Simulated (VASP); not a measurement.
# Sb (Pm-3m) in VASP: notebook, part 3 of 3

VASP 6.6.1.

### 5 Electric field gradients, PBEsol (volume scaled by 1.04)

File INCAR:

```
SYSTEM = Sb
  PREC = Accurate
  ENCUT = 520
  EDIFF = 1E-8
  ISMEAR = -1
  SIGMA = 0.05
  LREAL = .False.
  LASPH = .True.
  NELM = 60
  ALGO = Normal
  ISIF = 2
  LWAVE = .False.
  LCHARG = .False.
  GGA = PS
  LEFG = .True.
  NBANDS = 8
```

File KPOINTS:

```
Automatic mesh
0
Gamma
  13 13 13
  0 0 0
```

File POSCAR:

```
Sb
1.0
    3.2015837161      0.0000000000      0.0000000000
    0.0000000000      3.2015837161      0.0000000000
    0.0000000000      0.0000000000      3.2015837161
Sb
1
Direct
    0.0000000000      0.0000000000      0.0000000000
```

Potentials or basis: VASP PAW PBE potentials, release 64 (Sb).

On the command line:

```sh
> cat potpaw_PBE.64/Sb/POTCAR > POTCAR
> mpirun -np 1 vasp_std > vasp.out
```

OUTCAR:

```text
SYSTEM = Sb
   PREC = Accurate
   ENCUT = 520
   EDIFF = 1E-8
   ISMEAR = -1
   LREAL = .False.
   LASPH = .True.
   NELM = 60
   ISIF = 2
   GGA = PS

 ion  position               nearest neighbor table
   1  0.000  0.000  0.000-

  LATTYP: Found a simple cubic cell.
 ALAT       =     3.2015837161

  Lattice vectors:

 A1 = (   3.2015837161,   0.0000000000,   0.0000000000)
 A2 = (   0.0000000000,   3.2015837161,   0.0000000000)
 A3 = (   0.0000000000,   0.0000000000,   3.2015837161)

Analysis of symmetry for initial positions (statically):
=====================================================================
 Subroutine PRICEL returns:
 Original cell was already a primitive cell.

 Routine SETGRP: Setting up the symmetry group for a
 simple cubic supercell.

 Subroutine GETGRP returns: Found 48 space group operations
 (whereof 48 operations were pure point group operations)
 out of a pool of 48 trial point group operations.

[... 442 lines left out ...]

 VOLUME and BASIS-vectors are now :
 -----------------------------------------------------------------------------
  energy-cutoff  :      520.00
  volume of cell :       32.82
      direct lattice vectors                 reciprocal lattice vectors
     3.201583716  0.000000000  0.000000000     0.312345417  0.000000000  0.000000000
     0.000000000  3.201583716  0.000000000     0.000000000  0.312345417  0.000000000
     0.000000000  0.000000000  3.201583716     0.000000000  0.000000000  0.312345417

 POSITION                                       TOTAL-FORCE (eV/Angst)
 -----------------------------------------------------------------------------------
      0.00000      0.00000      0.00000         0.000000      0.000000      0.000000
 -----------------------------------------------------------------------------------
    total drift:                               -0.000000      0.000000      0.000000

  FREE ENERGIE OF THE ION-ELECTRON SYSTEM (eV)
  ---------------------------------------------------
  free  energy   TOTEN  =        -4.4574363746 eV

  energy  without entropy=       -4.4543568409  energy(sigma->0) =       -4.45589661

 Electric field gradients (V/A^2)
---------------------------------------------------------------------
 ion       V_xx      V_yy      V_zz      V_xy      V_xz      V_yz
---------------------------------------------------------------------
   1      -0.000     0.000     0.000     0.000     0.000     0.000
---------------------------------------------------------------------

 Electric field gradients after diagonalization (V/A^2)
 (convention: |V_zz| > |V_xx| > |V_yy|)
----------------------------------------------------------------------
 ion       V_xx      V_yy      V_zz     asymmetry (V_yy - V_xx)/ V_zz
----------------------------------------------------------------------
   1      -0.000     0.000     0.000       0.625
----------------------------------------------------------------------

           NMR quadrupolar parameters

 Cq : quadrupolar parameter    Cq=e*Q*V_zz/h
 eta: asymmetry parameters     (V_yy - V_xx)/ V_zz
 Q  : nuclear electric quadrupole moment in mb (millibarn)
----------------------------------------------------------------------
 ion       Cq(MHz)       eta       Q (mb)
----------------------------------------------------------------------
   1       0.000       0.625       1.000
----------------------------------------------------------------------
```

stdout:

```text
POSCAR found type information on POSCAR Sb
 POSCAR found :  1 types and       1 ions
 scaLAPACK will be used
 -----------------------------------------------------------------------------
|                                                                             |
|                                                                             |
|     You enforced a specific xc type in the INCAR file but a different       |
|     I HOPE YOU KNOW WHAT YOU ARE DOING!                                     |
|                                                                             |
 -----------------------------------------------------------------------------

 LDA part: xc-table for (Slater+PW92), standard interpolation
 POSCAR, INCAR and KPOINTS ok, starting setup
 FFT: planning ... GRIDC
 FFT: planning ... GRID_SOFT
 FFT: planning ... GRID
 WAVECAR not read
 entering main loop
ion   1
```

Run time: 7.7 s. Hardware: 1 thread of Intel Xeon Platinum 8488C (Sapphire Rapids), shared host; peak memory 0.14 GiB.

Results:

* Free energy: -4.4574 eV
* Pressure: -6.3 GPa

Levels at points of the mesh, in eV from the Fermi level:
```
           k point  band 1  band 2  band 3  band 4  band 5
(0.00, 0.00, 0.00)  -11.74    2.98    2.98    2.98    6.82
```

Caveat: the cell differs from its parent crystal (volume scaled by 1.04); without QUAD_EFG the Cq values of the log hold for a quadrupole moment of 1 mb, not for the nuclei; the PAW data sets were made with another functional, which shifts forces and pressure a little; spin-orbit coupling is left out, which moves the levels of the heavy elements.

### 6 Density of states, PBEsol

This run uses another cell than the first one, of 31.55 Å³/atom, 0.971 times its volume.

File POSCAR:

```
Sb
1.0
    3.1600000000      0.0000000000      0.0000000000
    0.0000000000      3.1600000000      0.0000000000
    0.0000000000      0.0000000000      3.1600000000
Sb
1
Direct
    0.0000000000      0.0000000000      0.0000000000
```

File INCAR.step1:

```
ALGO = Normal ; EDIFF = 1E-6
ENCUT = 520 ; GGA = PS
ISIF = 2 ; ISMEAR = -1
LASPH = True ; LCHARG = True
LREAL = False ; LWAVE = False
NBANDS = 8 ; NELM = 100
PREC = Accurate ; SIGMA = 0.05
```

File KPOINTS.step1:

```
k-points
0
Gamma
  13 13 13
```

File INCAR.step2:

```
ALGO = Normal ; EDIFF = 1E-6
ENCUT = 520 ; GGA = PS
ICHARG = 11 ; ISIF = 2
ISMEAR = -5 ; LASPH = True
LCHARG = False ; LORBIT = 11
LREAL = False ; LWAVE = False
NBANDS = 8 ; NEDOS = 2001
NELM = 100 ; PREC = Accurate
SIGMA = 0.05
```

File KPOINTS.step2:

```
k-points
0
Gamma
  20 20 20
```

Potentials or basis: VASP PAW PBE potentials, release 64 (Sb).

On the command line:

```sh
> cat potpaw_PBE.64/Sb/POTCAR > POTCAR
> cp INCAR.step1 INCAR
> cp KPOINTS.step1 KPOINTS
> mpirun -np 1 vasp_std > vasp.out
> cp INCAR.step2 INCAR
> cp KPOINTS.step2 KPOINTS
> mpirun -np 1 vasp_std > vasp.out
```

It took 18 s on 1 thread of Intel Xeon Platinum 8488C (Sapphire Rapids), shared host; peak memory 0.18 GiB.

It converged, with:

```yaml
Valence_electrons_inside_the_program's_atomic_spheres: Sb 2.34
```

Levels at points of the mesh, in eV from the Fermi level:
```
           k point  band 1  band 2  band 3  band 4  band 5  band 6  band 7  band 8
(0.00, 0.00, 0.00)  -11.97    3.13    3.13    3.13    6.91    6.91    7.81   17.42
(0.50, 0.00, 0.00)   -9.75   -5.21    4.96    4.96    8.91   10.37   11.07   11.29
(0.50, 0.50, 0.00)   -7.41   -3.28   -3.28    2.33    6.79   12.45   13.08   13.12
(0.50, 0.50, 0.50)   -4.85   -1.49   -1.49   -1.49    4.90    4.90    4.90    6.96
```

Caveat: the PAW data sets were made with another functional, which shifts forces and pressure a little; spin-orbit coupling is left out, which moves the levels of the heavy elements; tetrahedron occupations give inexact forces and stress in metals.

### 7 The runs side by side

```tsv
task	cell	k mesh for the DOS	occupations for the DOS	gap on the mesh (eV)	pressure (GPa)
electric field gradients	a = 3.191 Å, 1 atom	-	-	none	-6.0
electric field gradients	a = 3.222 Å, 1 atom	-	-	none	-6.9
electric field gradients	a = 3.202 Å, 1 atom	-	-	none	-6.3
density of states	a = 3.160 Å, 1 atom	20 × 20 × 20	tetrahedron	-	-
```

Alike in all rows: level PBEsol; potentials or basis VASP PAW PBE potentials, release 64 (Sb); no spin polarisation; k mesh 13 × 13 × 13; cutoff (eV) 520; smearing fermi-dirac 0.05 eV.

Caveats: the PAW data sets were made with another functional, which shifts forces and pressure a little; spin-orbit coupling is left out, which moves the levels of the heavy elements; tetrahedron occupations give inexact forces and stress in metals (some runs).

Absolute energies hang on the potentials; compare differences alone.
